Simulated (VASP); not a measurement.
# Li3Si2N (P-62m) in VASP: notebook, part 3 of 3

VASP 6.6.1.

## Step 6: Relaxation of cell and atoms, PBE

This run uses another cell than the first one, of 22.63 Å³/atom.

INCAR

```
SYSTEM = Li3Si2N
PREC = Accurate
ENCUT = 600
EDIFF = 1E-6
ISMEAR = 0
SIGMA = 0.1
LREAL = .FALSE.
LASPH = .TRUE.
NELM = 80
ALGO = Normal
ISIF = 3
LWAVE = .FALSE.
LCHARG = .FALSE.
GGA = PE
IBRION = 2
NSW = 100
EDIFFG = -0.01
```

KPOINTS

```
regular mesh
0
G
  12 12 6
  0 0 0
```

POSCAR

```
Li3Si2N
1.0
    5.1274969851      0.0000000000      0.0000000000
   -2.5637484926      4.4405426469      0.0000000000
    0.0000000000      0.0000000000      5.9645175025
Li Si N
3 2 1
Direct
    0.4715353559      0.0000000000      0.5000000000
    0.0000000000      0.4715353559      0.5000000000
    0.5284646441      0.5284646441      0.5000000000
    0.0000000000      0.0000000000      0.7211326973
    0.0000000000      0.0000000000      0.2788673027
    0.0000000000      0.0000000000      0.0000000000
```

Potentials or basis: VASP PAW PBE potentials, release 64 (Li_sv, Si, N).

Launch:

```console
$ cat potpaw_PBE.64/Li_sv/POTCAR potpaw_PBE.64/Si/POTCAR potpaw_PBE.64/N/POTCAR > POTCAR
$ mpirun -np 1 vasp_std > vasp.out
```

OUTCAR:

```text
SYSTEM = Li3Si2N
   PREC = Accurate
   ENCUT = 600
   EDIFF = 1E-6
   ISMEAR = 0
   LREAL = .FALSE.
   LASPH = .TRUE.
   NELM = 80
   ISIF = 3
   GGA = PE
   IBRION = 2
   NSW = 100
   EDIFFG = -0.01

 ion  position               nearest neighbor table
   1  0.472  0.000  0.500-   2 2.58   2 2.58   3 2.58   3 2.58   5 2.75   4 2.75
   2  0.000  0.472  0.500-   1 2.58   1 2.58   3 2.58   3 2.58   5 2.75   4 2.75
   3  0.528  0.528  0.500-   2 2.58   1 2.58   2 2.58   1 2.58   4 2.75   5 2.75
   4  0.000  0.000  0.721-   6 1.66   5 2.64   3 2.75   1 2.75   2 2.75
[... 694 lines left out ...]
  Total       -0.0219179     -0.0219179     -0.0538275      0.0000000     -0.0000000     -0.0000000
  in kB       -0.2586864     -0.2586864     -0.6352990      0.0000000     -0.0000000     -0.0000000
  external PRESSURE =      -0.3842239 kB  Pullay stress =       0.0000000 kB

 VOLUME and BASIS-vectors are now :
 -----------------------------------------------------------------------------
  energy-cutoff  :      600.00
  volume of cell :      135.75
      direct lattice vectors                 reciprocal lattice vectors
     5.126867010  0.000000000 -0.000000000     0.195050895  0.112612687 -0.000000000
    -2.563433505  4.439997072 -0.000000000    -0.000000000  0.225225374 -0.000000000
    -0.000000000  0.000000000  5.963508220     0.000000000  0.000000000  0.167686530

 POSITION                                       TOTAL-FORCE (eV/Angst)
 -----------------------------------------------------------------------------------
      2.41764      0.00000      2.98175         0.003532      0.000000     -0.000000
      3.91805      2.09373      2.98175        -0.001766      0.003059     -0.000000
      1.35462      2.34626      2.98175        -0.001766     -0.003059      0.000000
      5.12687      0.00000      4.29970        -0.000000      0.000000      0.002676
      5.12687      0.00000      1.66380        -0.000000      0.000000     -0.002676
      5.12687      0.00000     -0.00000        -0.000000      0.000000      0.000000
 -----------------------------------------------------------------------------------
    total drift:                                0.000003      0.000005     -0.000001

  FREE ENERGIE OF THE ION-ELECTRON SYSTEM (eV)
  ---------------------------------------------------
  free  energy   TOTEN  =       -23.6842700673 eV

  energy  without entropy=      -23.6799613066  energy(sigma->0) =      -23.68211569

 reached required accuracy - stopping structural energy minimisation
```

OSZICAR:

```text
N       E                     dE             d eps       ncg     rms          rms(c)
DAV:   1     0.103652903374E+03    0.10365E+03   -0.10005E+04  2280   0.147E+03
DAV:   2    -0.498879484509E+01   -0.10864E+03   -0.10653E+03  2953   0.285E+02
DAV:   3    -0.228643087492E+02   -0.17876E+02   -0.17679E+02  3748   0.818E+01
[... 14 lines left out ...]
       N       E                     dE             d eps       ncg     rms          rms(c)
DAV:   1    -0.236842835392E+02   -0.34155E-04   -0.87762E-04  2315   0.250E-01    0.283E-02
DAV:   2    -0.236842719716E+02    0.11568E-04   -0.10460E-04  3057   0.887E-02    0.114E-02
DAV:   3    -0.236842705246E+02    0.14471E-05   -0.95045E-06  2665   0.248E-02    0.765E-03
DAV:   4    -0.236842700673E+02    0.45722E-06   -0.29834E-06  1963   0.129E-02
   2 F= -.23684270E+02 E0= -.23682116E+02  d E =-.203470E-04
```

It took 2 min on 1 thread of Intel Xeon Platinum 8559C (Emerald Rapids), shared host; peak memory 0.39 GiB.

What came out:

* Free energy: -23.6843 eV
* Relaxed volume: 22.62 Å³/atom
* Relaxed cell: a = 5.127 Å, b = 5.127 Å, c = 5.964 Å, α = 90.00°, β = 90.00°, γ = 120.00°
* Space group after relaxing (to 0.1 Å): P-62m (No. 189)
* Energy gained by relaxing: 0.0 meV/atom
* Ionic steps: 2
* Pressure after relaxing: 0.0 GPa
* Largest force after relaxing: 0.004 eV/Å
* Band gap on the k mesh: zero (bands 11 and 12 overlap by 0.01 eV)

Forces on the atoms (eV/Å):
```
Li   0.004  0.000  0.000
Li  -0.002  0.003  0.000
Li  -0.002 -0.003  0.000
Si   0.000  0.000  0.003
Si   0.000  0.000 -0.003
N    0.000  0.000  0.000
```

Final structure:
```xyz
6
Lattice="5.1269 0.0000 0.0000 -2.5634 4.4400 0.0000 0.0000 0.0000 5.9635" Properties=species:S:1:pos:R:3 pbc="T T T"
Li    2.4176    0.0000    2.9818
Li    3.9180    2.0937    2.9818
Li    1.3546    2.3463    2.9818
Si    5.1269    0.0000    4.2997
Si    5.1269    0.0000    1.6638
N     5.1269    0.0000    0.0000
```

Levels at points of the mesh, in eV from the Fermi level:
```csv
k point,band 8,band 9,band 10,band 11,band 12,band 13,band 14,band 15
"(0.00, 0.00, 0.00)",-3.09,-1.21,-0.04,-0.04,0.68,1.30,1.79,1.79
"(0.50, 0.00, 0.00)",-3.17,-0.88,-0.50,-0.11,-0.05,0.53,1.34,3.95
"(0.00, 0.00, 0.50)",-2.74,-2.74,-1.32,-1.32,1.17,1.34,3.22,3.83
"(0.50, 0.00, 0.50)",-2.83,-2.58,-2.49,-1.35,0.63,1.48,3.20,3.60
```

Caveat: the cutoff is under 1.25 times the usual one of these potentials, so pressure, stress and relaxed cells hold a basis-set (Pulay) error.

## Step 7: Summary

| task | cell | k mesh | cutoff (eV) | gap on the mesh (eV) | pressure (GPa) | relaxed volume (Å³/atom) | largest force (eV/Å) |
| --- | --- | --- | --- | --- | --- | --- | --- |
| single point | a = 4.157, b = 4.157, c = 4.863 Å, angles 90.0, 90.0, 120.0°, 6 atoms, atomic positions A | 6 × 6 × 4 | 520 | none | - | - | 8.01 |
| single point | a = 5.127, b = 5.127, c = 5.965 Å, angles 90.0, 90.0, 120.0°, 6 atoms, atomic positions B | 6 × 6 × 4 | 520 | none | - | - | 0.02 |
| relaxation of cell and atoms | relaxed from a = 4.157, b = 4.157, c = 4.863 Å, angles 90.0, 90.0, 120.0°, 6 atoms, atomic positions A | 6 × 6 × 4 | 600 | - | 0.0 | 20.72 | 0.03 |
| single point | a = 5.134, b = 5.134, c = 5.964 Å, angles 90.0, 90.0, 120.0°, 6 atoms, atomic positions B | 12 × 12 × 6 | 520 | none | - | - | 0.01 |
| relaxation of cell and atoms | relaxed from a = 5.127, b = 5.127, c = 5.965 Å, angles 90.0, 90.0, 120.0°, 6 atoms, atomic positions B | 12 × 12 × 6 | 600 | none | 0.0 | 22.62 | - |

Alike in all rows: level PBE; potentials or basis VASP PAW PBE potentials, release 64 (Li_sv, Si, N); no spin polarisation; smearing gaussian 0.1 eV.

Caveats: the cutoff is under 1.25 times the usual one of these potentials, so pressure, stress and relaxed cells hold a basis-set (Pulay) error; forces of over 1 eV/Å act on the atoms, so gaps and moduli don't describe the material at rest (at least some runs); the volume moved by over 15 % at a fixed basis, so the end points are rough (at least some runs).

Absolute energies hang on the potentials; compare differences alone.
